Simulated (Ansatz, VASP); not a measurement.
AgCl: VASP beside Ansatz

```
Ag Cl
1.0
     0.00000    2.77318    2.77318
     2.77318    0.00000    2.77318
     2.77318    2.77318    0.00000
Ag Cl
1 1
Direct
  0.00000 0.00000 0.00000
  0.50000 0.50000 0.50000
```

Alike in both runs: task single point; functional PBE-based global hybrid with a share of 0.75 of exact exchange; k mesh 4 × 4 × 4; no spin polarisation.

|  | VASP | Ansatz |
| --- | --- | --- |
| version | VASP 6.6.1 | Ansatz 0.2.0 |
| potentials or method | VASP PAW PBE potentials, release 64 (Ag, Cl) | plane waves |
| plane-wave cutoff (eV) | 520 | 420 |
| occupations | gaussian, width 0.01 eV | fixed |
| valence electrons in the cell | 18 | 26 |

Ansatz gave:

| Item | Value |
| --- | --- |
| gap on the k mesh at the Fermi level (eV) | 7.86 |
| pressure (GPa) | 0.6 |

Question: Estimate VASP's values.

Answer: gap on the k mesh at the Fermi level (eV): 7.84; pressure (GPa): 0.1.

VASP's potentials were made for PBE, not for PBE-based global hybrid. VASP's potentials hold 18 valence electrons a cell and Ansatz's 26, so a difference there can come from the potentials and not from the codes. Ansatz's warnings: stress exchange threshold loose, stress scf threshold loose.

The k mesh is coarse, so the values compare programs but aren't converged.
